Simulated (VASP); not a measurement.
# ScB4 (P4/mmm) in VASP: notebook, part 2 of 2

VASP 6.6.1. Earlier steps stand in the parts before.

## Step 3: Relaxation of cell and atoms, PBE

This run uses another cell than the first one, of 9.94 Å³/atom, 0.997 times its volume.

The input, INCAR:

```
PREC = Accurate
ENCUT = 600
EDIFF = 1E-7
ISMEAR = 0
SIGMA = 0.1
LREAL = False
LASPH = True
NELM = 100
ALGO = Normal
ISIF = 3
LWAVE = False
LCHARG = False
GGA = PE
IBRION = 2
NSW = 100
EDIFFG = -0.01
```

The input, KPOINTS:

```
regular mesh
0
Gamma
  10 10 12
```

The input, POSCAR:

```
ScB4
1.0
    4.0207807140      0.0000000000      0.0000000000
    0.0000000000      4.0207807140      0.0000000000
    0.0000000000      0.0000000000      3.0744644520
Sc B
1 4
Direct
    0.0000000000      0.0000000000      0.5000000000
    0.2025266697      0.5000000000      0.0000000000
    0.7974733303      0.5000000000      0.0000000000
    0.5000000000      0.2025266697      0.0000000000
    0.5000000000      0.7974733303      0.0000000000
```

Potentials or basis: VASP PAW PBE potentials, release 64 (Sc_sv, B).

Started as:

```console
cat potpaw_PBE.64/Sc_sv/POTCAR potpaw_PBE.64/B/POTCAR > POTCAR
mpirun -np 1 vasp_std > vasp.out
```

OUTCAR:

```text
PREC = Accurate
   ENCUT = 600
   EDIFF = 1E-7
   ISMEAR = 0
   LREAL = False
   LASPH = True
   NELM = 100
   ISIF = 3
   GGA = PE
   IBRION = 2
   NSW = 100
   EDIFFG = -0.01

 ion  position               nearest neighbor table
   1  0.000  0.000  0.500-   2 2.66   3 2.66   4 2.66   5 2.66   2 2.66   3 2.66   4 2.66   5 2.66
                             2 2.66   3 2.66   2 2.66   3 2.66   4 2.66   5 2.66   4 2.66   5 2.66
   2  0.203  0.500  0.000-   3 1.63   4 1.69   5 1.69   1 2.66   1 2.66   1 2.66   1 2.66
   3  0.797  0.500  0.000-   2 1.63   4 1.69   5 1.69   1 2.66   1 2.66   1 2.66   1 2.66
   4  0.500  0.203  0.000-   5 1.63   3 1.69   2 1.69   1 2.66   1 2.66   1 2.66   1 2.66
   5  0.500  0.797  0.000-   4 1.63   3 1.69   2 1.69   1 2.66   1 2.66   1 2.66   1 2.66

  LATTYP: Found a simple tetragonal cell.
 ALAT       =     4.0207807140
 C/A-ratio  =     0.7646436527

  Lattice vectors:

 A1 = (   4.0207807140,   0.0000000000,   0.0000000000)
 A2 = (   0.0000000000,   4.0207807140,   0.0000000000)
 A3 = (   0.0000000000,   0.0000000000,   3.0744644520)

Analysis of symmetry for initial positions (statically):
=====================================================================
 Subroutine PRICEL returns:
 Original cell was already a primitive cell.

 Routine SETGRP: Setting up the symmetry group for a
 simple tetragonal supercell.

 Subroutine GETGRP returns: Found 16 space group operations
 (whereof 16 operations were pure point group operations)
 out of a pool of 16 trial point group operations.

The static configuration has the point symmetry D_4h.

Analysis of symmetry for dynamics (positions and initial velocities):
=====================================================================
 Subroutine PRICEL returns:
 Original cell was already a primitive cell.

 Routine SETGRP: Setting up the symmetry group for a
 simple tetragonal supercell.

 Subroutine GETGRP returns: Found 16 space group operations
 (whereof 16 operations were pure point group operations)
 out of a pool of 16 trial point group operations.

The dynamic configuration has the point symmetry D_4h.

 Subroutine INISYM returns: Found 16 space group operations
 (whereof 16 operations are pure point group operations),
 and found     1 'primitive' translations

----------------------------------------------------------------------------------------

                                     Primitive cell

  volume of cell :      49.7039

  direct lattice vectors                    reciprocal lattice vectors
     4.020780714  0.000000000  0.000000000     0.248707918  0.000000000  0.000000000
     0.000000000  4.020780714  0.000000000     0.000000000  0.248707918  0.000000000
     0.000000000  0.000000000  3.074464452     0.000000000  0.000000000  0.325259900

  length of vectors
     4.020780714  4.020780714  3.074464452     0.248707918  0.248707918  0.325259900

  position of ions in fractional coordinates (direct lattice)
     0.000000000  0.000000000  0.500000000
     0.202526670  0.500000000  0.000000000
     0.797473330  0.500000000  0.000000000
     0.500000000  0.202526670  0.000000000
     0.500000000  0.797473330  0.000000000

  ion indices of the primitive-cell ions
   primitive index   ion index
[... 69 lines left out ...]
   ISTART =      0    job   : 0-new  1-cont  2-samecut
   ICHARG =      2    charge: 1-file 2-atom 10-const
   ISPIN  =      1    spin polarized calculation?
   LNONCOLLINEAR =      F non collinear calculations
   LSORBIT =      F    spin-orbit coupling
   LASPH  =      T    aspherical Exc in radial PAW
   ENCUT  =  600.0 eV  44.10 Ry    6.64 a.u.   8.03  8.03  6.14*2*pi/ulx,y,z
   NELM   =    100;   NELMIN=  2; NELMDL= -5     # of ELM steps
   EDIFF  = 0.1E-06   stopping-criterion for ELM
   LREAL  =      F    real-space projection
   EDIFFG = -.1E-01   stopping-criterion for IOM
   NSW    =    100    number of steps for IOM
   IBRION =      2    ionic relax: 0-MD 1-quasi-New 2-CG
   NFREE  =      1    steps in history (QN), initial steepest desc. (CG)
   ISIF   =      3    stress and relaxation
   ISYM   =      2    0-nonsym 1-usesym 2-fastsym
   POTIM  = 0.5000    time-step for ionic-motion
   TEBEG  =    0.0;   TEEND  =   0.0 temperature during run
   PSTRESS=    0.0 pullay stress
   NELECT =      23.0000    total number of electrons
   NUPDOWN=      -1.0000    fix difference up-down
   EMIN   =  10.00;   EMAX   =-10.00  energy-range for DOS
   EFERMI =   0.00;   METHOD = LEGACY
   ISMEAR =     0;   SIGMA  =   0.10  broadening in eV -4-tet -1-fermi 0-gaus
   EFERMI_NEDOS =   21; number of points for ismear=-14 and -15
   IALGO  =     38    algorithm
   IMIX   =      4    mixing-type and parameters
     AMIX     =   0.40;   BMIX     =  1.00
     AMIX_MAG =   1.60;   BMIX_MAG =  1.00
  volume/ion in A,a.u.               =       9.94        67.08
  Fermi-wavevector in a.u.,A,eV,Ry     =   1.266254  2.392872 21.815557  1.603398
  Thomas-Fermi vector in A             =   2.399464
   LORBIT       =      0    0 simple, 1 ext, 2 COOP (PROOUT), +10 PAW based schemes
   GGA     = PE    functional components
   LHFCALC =     F    Hartree Fock is set to
   AEXX    =    0.0000 exact exchange contribution
   IVDW    =     0    specifies the selected vdW correction
   LEPSILON=     F    determine dielectric tensor
   LRPA    =     F    only Hartree local field effects (RPA)
 conjugate gradient relaxation of ions
 non-spin polarized calculation
 Gauss-broadening in eV      SIGMA  =   0.10
  energy-cutoff  :      600.00
  volume of cell :       49.70
 maximum number of plane-waves:      1696
   NGX = 17   NGY = 17   NGZ = 13

--------------------------------------- Ionic step        1  -------------------------------------------

 number of electron      23.0000004 magnetization

 Free energy of the ion-electron system (eV)
  ---------------------------------------------------
  ext. energy  EPLUGINS =         0.00000000
  ---------------------------------------------------
  free energy    TOTEN  =       -33.65342423 eV

  energy without entropy =      -33.64593387  energy(sigma->0) =      -33.64967905

------------------------ aborting loop because EDIFF is reached ----------------------------------------

  FORCE on cell =-STRESS in cart. coord.  units (eV):
  Direction    XX          YY          ZZ          XY          YZ          ZX
  --------------------------------------------------------------------------------------
  -------------------------------------------------------------------------------------
  Total        0.0860577      0.0860577      0.2196536      0.0000000     -0.0000000      0.0000000
  in kB        2.7740243      2.7740243      7.0804144      0.0000000     -0.0000000      0.0000000
  external PRESSURE =       4.2094877 kB  Pullay stress =       0.0000000 kB
[... 182 lines left out ...]
--------------------------------------- Ionic step        6  -------------------------------------------

 number of electron      23.0000004 magnetization

 Free energy of the ion-electron system (eV)
  ---------------------------------------------------
  ext. energy  EPLUGINS =         0.00000000
  ---------------------------------------------------
  free energy    TOTEN  =       -33.65403836 eV

  energy without entropy =      -33.64672658  energy(sigma->0) =      -33.65038247

 E-fermi :   5.0392     XC(G=0): -11.2425

 val. band max:        5.0282668898   @ k =   0.5000   0.2000   0.4167
 cond. band min:       5.0411665441   @ k =   0.2000   0.2000   0.2500
 fundamental gap:      0.0128996543
 Fermi energy:         5.0392438761

 k-point     1 :       0.0000    0.0000    0.0000
  band No.  band energies     occupation
      1     -44.3687      2.00000
      2     -22.9705      2.00000
      3     -22.9231      2.00000
      4     -22.9231      2.00000
      5      -7.3327      2.00000
      6      -1.5070      2.00000
      7      -0.5524      2.00000
      8       0.1935      2.00000
      9       0.1935      2.00000
     10       3.7557      2.00000
     11       4.3310      2.00000
     12       5.1369      0.16746
     13       7.5729      0.00000
     14       7.5729      0.00000
[... 401 lines left out ...]
      2     -22.9954      2.00000
      3     -22.9328      2.00000
      4     -22.9187      2.00000
      5      -6.9742      2.00000
      6      -2.6504      2.00000
      7      -0.7634      2.00000
      8       0.3840      2.00000
      9       1.8314      2.00000
     10       3.2859      2.00000
     11       3.7344      2.00000
     12       5.4383      0.00000
     13       7.1615      0.00000
     14       7.6677      0.00000
     15       8.5602      0.00000

 [... further k-points ...]

------------------------ aborting loop because EDIFF is reached ----------------------------------------

  FORCE on cell =-STRESS in cart. coord.  units (eV):
  Direction    XX          YY          ZZ          XY          YZ          ZX
  --------------------------------------------------------------------------------------
  -------------------------------------------------------------------------------------
  Total        0.0401066      0.0401066     -0.0122953      0.0000000     -0.0000000      0.0000000
  in kB        1.2866273      1.2866273     -0.3944357      0.0000000     -0.0000000      0.0000000
  external PRESSURE =       0.7262730 kB  Pullay stress =       0.0000000 kB
[... 20 lines left out ...]
  FREE ENERGIE OF THE ION-ELECTRON SYSTEM (eV)
  ---------------------------------------------------
  free  energy   TOTEN  =       -33.6540383555 eV

  energy  without entropy=      -33.6467265833  energy(sigma->0) =      -33.65038247

 reached required accuracy - stopping structural energy minimisation
```

OSZICAR:

```text
N       E                     dE             d eps       ncg     rms          rms(c)
DAV:   1     0.220651393865E+03    0.22065E+03   -0.12168E+04  4426   0.167E+03
DAV:   2    -0.167343929962E+02   -0.23739E+03   -0.23511E+03  4634   0.456E+02
DAV:   3    -0.403379831996E+02   -0.23604E+02   -0.22761E+02  7216   0.123E+02
DAV:   4    -0.407980607355E+02   -0.46008E+00   -0.45529E+00  6200   0.170E+01
[... 48 lines left out ...]
DAV:   1    -0.336542274383E+02   -0.21882E-03   -0.11490E-02  5362   0.184E+00    0.889E-02
DAV:   2    -0.336540799202E+02    0.14752E-03   -0.16201E-03  7412   0.475E-01    0.427E-02
DAV:   3    -0.336540495200E+02    0.30400E-04   -0.13966E-04  6977   0.127E-01    0.249E-02
DAV:   4    -0.336540384456E+02    0.11074E-04   -0.22078E-05  7507   0.647E-02    0.246E-03
DAV:   5    -0.336540383555E+02    0.90087E-07   -0.95733E-07  6668   0.115E-02
   6 F= -.33654038E+02 E0= -.33650382E+02  d E =-.297915E-04
```

CONTCAR:

```text
ScB4
   1.00000000000000
     4.0205526574209367    0.0000000000000000    0.0000000000000000
     0.0000000000000000    4.0205526574209367   -0.0000000000000000
    -0.0000000000000000   -0.0000000000000000    3.0895998946532579
  Sc              B
     1     4
Direct
     0.0000000000000000    1.0000000000000000    0.5000000000000000
     0.2022440493954081    0.5000000000000000    0.0000000000000000
     0.7977559506045919    0.5000000000000000    1.0000000000000000
     0.5000000000000000    0.2022440493954081    1.0000000000000000
     0.5000000000000000    0.7977559506045919    0.0000000000000000

  0.00000000E+00  0.00000000E+00  0.00000000E+00
  0.00000000E+00  0.00000000E+00  0.00000000E+00
  0.00000000E+00  0.00000000E+00  0.00000000E+00
  0.00000000E+00  0.00000000E+00  0.00000000E+00
  0.00000000E+00  0.00000000E+00  0.00000000E+00
```

It took 2.5 min on 1 thread of Intel Xeon 6975P-C (Granite Rapids), shared host; peak memory 0.28 GiB.

Results:

* Free energy: -33.6540 eV
* Relaxed volume: 9.99 Å³/atom
* Relaxed cell: a = 4.021 Å, b = 4.021 Å, c = 3.090 Å, α = 90.00°, β = 90.00°, γ = 90.00°
* Space group after relaxing (to 0.05 Å): P4/mmm (No. 123)
* Energy gained by relaxing: 0.1 meV/atom
* Ionic steps: 6
* Pressure after relaxing: 0.1 GPa
* Largest force after relaxing: 0.005 eV/Å

Forces on the atoms (eV/Å):
```
Sc   0.000  0.000  0.000
B    0.005  0.000  0.000
B   -0.005  0.000  0.000
B    0.000  0.005  0.000
B    0.000 -0.005  0.000
```

Step by step:
| step | energy change (eV) | largest force (eV/Å) | pressure (GPa) | volume (Å³) |
| --- | --- | --- | --- | --- |
| 1 | 0.0000 | 0.0507 | 0.42 | 49.70 |
| 2 | -0.0002 | 0.0841 | -0.08 | 49.89 |
| 3 | -0.0003 | 0.0301 | 0.12 | 49.82 |
| 4 | -0.0006 | 0.0003 | -0.08 | 49.93 |
| 5 | -0.0006 | 0.0098 | -0.14 | 49.97 |
| 6 | -0.0006 | 0.0052 | 0.07 | 49.94 |

Final structure:
```
CELL_PARAMETERS angstrom
4.02055 0.00000 0.00000
0.00000 4.02055 0.00000
0.00000 0.00000 3.08960
ATOMIC_POSITIONS crystal
Sc 0.00000 0.00000 0.50000
B 0.20224 0.50000 0.00000
B 0.79776 0.50000 0.00000
B 0.50000 0.20224 0.00000
B 0.50000 0.79776 0.00000
```

Levels at points of the mesh, in eV from the Fermi level:
```csv
k point,band 9,band 10,band 11,band 12,band 13,band 14
"(0.00, 0.00, 0.00)",-4.85,-1.28,-0.71,0.10,2.53,2.53
"(0.50, 0.00, 0.00)",-2.84,-2.17,-0.72,0.49,2.34,2.82
"(0.50, 0.50, 0.00)",0.50,0.50,0.51,0.51,1.46,1.97
"(0.00, 0.00, 0.50)",-4.89,-4.82,-1.21,0.40,2.47,2.83
"(0.50, 0.00, 0.50)",-3.77,-3.36,-2.46,-0.69,0.61,2.92
"(0.50, 0.50, 0.50)",-3.22,-2.11,-2.11,0.91,0.91,2.94
```

## Step 4: Single point, PBE

This run uses another cell than the first one, of 6.04 Å³/atom, 0.606 times its volume.

The input, INCAR:

```
  ALGO = Normal
  EDIFF = 1E-7
  ENCUT = 520
  GGA = PE
  ISIF = 2
  ISMEAR = 0
  LASPH = True
  LCHARG = False
  LREAL = False
  LWAVE = False
  NBANDS = 20
  NELM = 100
  PREC = Accurate
  SIGMA = 0.1
```

The input, KPOINTS:

```
k-points
0
Gamma
  4 4 10
```

The input, POSCAR:

```
ScB4
1.0
    4.1769265100      0.0000000000      0.0000000000
    0.0000000000      4.1769265100      0.0000000000
    0.0000000000      0.0000000000      1.7306782100
Sc B
1 4
Direct
    0.0000000000      0.0000000000      0.5000000000
    0.2070418300      0.5000000000      0.0000000000
    0.7929581700      0.5000000000      0.0000000000
    0.5000000000      0.2070418300      0.0000000000
    0.5000000000      0.7929581700      0.0000000000
```

Started as:

```console
cat potpaw_PBE.64/Sc_sv/POTCAR potpaw_PBE.64/B/POTCAR > POTCAR
mpirun -np 1 vasp_std > vasp.out
```

It took 7.4 s on 1 thread of Intel Xeon 6975P-C (Granite Rapids), shared host; peak memory 0.14 GiB.

Results (log left out):

| Item | Value |
| --- | --- |
| Free energy | -23.5780 eV |
| Pressure | 132.6 GPa |
| Largest force | 0.750 eV/Å |

Forces on the atoms (eV/Å):
```
Sc   0.000  0.000  0.000
B   -0.750  0.000  0.000
B    0.750  0.000  0.000
B    0.000 -0.750  0.000
B    0.000  0.750  0.000
```

Stress tensor (GPa, compression positive):
```
 52.41   0.00   0.00
  0.00  52.41   0.00
  0.00   0.00 293.12
```

Levels at points of the mesh, in eV from the Fermi level:
| k point | band 8 | band 9 | band 10 | band 11 | band 12 | band 13 | band 14 | band 15 |
| --- | --- | --- | --- | --- | --- | --- | --- | --- |
| (0.00, 0.00, 0.00) | -10.27 | -10.27 | -7.84 | -0.68 | 0.98 | 0.98 | 3.78 | 5.38 |
| (0.50, 0.00, 0.00) | -10.70 | -7.64 | -7.11 | -1.29 | 0.65 | 1.61 | 1.66 | 5.28 |
| (0.50, 0.50, 0.00) | -10.18 | -5.27 | -5.27 | -3.40 | -2.28 | -0.36 | 2.00 | 7.10 |
| (0.00, 0.00, 0.50) | -5.77 | -5.09 | -3.52 | -3.52 | -2.33 | -1.52 | 1.37 | 2.21 |
| (0.50, 0.00, 0.50) | -5.73 | -4.00 | -3.90 | -3.53 | -1.76 | 0.31 | 0.94 | 1.37 |
| (0.50, 0.50, 0.50) | -6.73 | -6.73 | -5.30 | -1.41 | 1.22 | 1.37 | 1.37 | 2.30 |

Caveat: the k points lie up to 0.38 Å⁻¹ apart.

## Step 5: Summary

```csv
task,cell,k mesh,cutoff (eV),gap on the mesh (eV),pressure (GPa),largest force (eV/Å)
single point,"a = 4.020, b = 4.020, c = 3.085 Å, 5 atoms",10 × 10 × 12,520,none,0.2,-
relaxation of cell and atoms,"relaxed from a = 4.021, b = 4.021, c = 3.074 Å, 5 atoms",10 × 10 × 12,600,none,0.1,0.01
single point,"a = 4.177, b = 4.177, c = 1.731 Å, 5 atoms",4 × 4 × 10,520,none,132.6,0.75
```

Alike in all rows: level PBE; potentials or basis VASP PAW PBE potentials, release 64 (Sc_sv, B); no spin polarisation; smearing gaussian 0.1 eV.

Caveats: some runs use coarse meshes.

Total energies depend on the potentials used, so only differences within one code and one set of settings carry meaning.
